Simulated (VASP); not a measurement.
**Ga: relaxation of cell and atoms with PBE**

The system is Ga.

```
Ga
1.0
    -2.98928    0.00000    0.00000
     0.00000    0.00000   -4.22552
     1.49464   -4.48392    2.11276
Ga
3
Cartesian
  -1.4946 -1.4946 -2.1128
  0.0000 -2.9893 0.0000
  0.0000 0.0000 0.0000
```

```yaml
Program: VASP 6.6.1
Task: relaxation of cell and atoms
Functional: PBE
Potentials_or_basis: VASP PAW PBE potentials, release 64 (Ga_d)
Cutoff: 600 eV
k_mesh: 14 × 14 × 14
Occupations: gaussian, width 0.1 eV
Spin: no spin polarisation
Dipole_correction: no
Further_INCAR_settings: ALGO = Fast; EDIFF = 1e-07; IBRION = 2; EDIFFG = -0.015; NSW = 80; ISIF = 3
```

| Quantity | Value |
| --- | --- |
| Relaxed volume | 18.96 Å³/atom |
| Relaxed cell | a = 2.954 Å, b = 4.116 Å, c = 5.321 Å, α = 112.75°, β = 106.11°, γ = 90.00° |
| Space group after relaxing (to 0.05 Å) | Immm (No. 71) |
| Energy gained by relaxing | 1.9 meV/atom |
| Ionic steps | 15 |
| Pressure after relaxing | 0.0 GPa |

The path:
```
step  energy change (eV)  largest force (eV/Å)  pressure (GPa)  volume (Å³)
   1              0.0000                0.0000            0.09        56.64
   2             -0.0003                0.0000            0.05        56.73
   3             -0.0009                0.0000           -0.20        56.99
   4             -0.0010                0.0000           -0.33        57.12
   5             -0.0013                0.0000           -0.29        57.08
   6             -0.0020                0.0000           -0.17        56.97
   7             -0.0035                0.0000            0.05        56.75
   8             -0.0045                0.0000            0.55        56.28
   9             -0.0048                0.0000            0.37        56.44
  10             -0.0048                0.0000            0.41        56.40
  11             -0.0050                0.0000            0.41        56.43
  12             -0.0050                0.0000            0.40        56.46
  13             -0.0050                0.0000            0.40        56.45
  14             -0.0053                0.0000            0.42        56.56
  15             -0.0056                0.0000            0.01        56.89
```

Final structure:
```
Ga
1.0
    -2.95392    0.00000    0.00000
     0.00000    0.00000   -4.11581
     1.47696   -4.67964    2.05791
Ga
3
Direct
  0.66667 0.66667 0.33333
  0.33333 0.33333 0.66667
  0.00000 0.00000 0.00000
```

Levels at points of the mesh, in eV from the Fermi level:
| k point | band 16 | band 17 | band 18 | band 19 | band 20 | band 21 | band 22 | band 23 |
| --- | --- | --- | --- | --- | --- | --- | --- | --- |
| (0.00, 0.00, 0.00) | -11.04 | -4.14 | -4.14 | -0.25 | -0.25 | 0.37 | 0.37 | 7.11 |
| (0.50, 0.00, 0.00) | -6.15 | -6.15 | -2.72 | -2.64 | 2.42 | 2.42 | 2.92 | 2.92 |
| (0.00, 0.50, 0.00) | -8.32 | -8.32 | -5.29 | -4.08 | 2.30 | 2.30 | 8.11 | 8.11 |
| (0.50, 0.50, 0.00) | -4.65 | -3.85 | -3.10 | -3.10 | -2.01 | -2.01 | 2.26 | 2.26 |
| (0.00, 0.00, 0.50) | -9.28 | -9.28 | -2.19 | -1.83 | 3.61 | 5.10 | 5.10 | 5.30 |

It took 37 min on 1 thread of Intel(R) Xeon(R) 6975P-C (Granite Rapids) (shared host), peak memory 0.62 GiB.
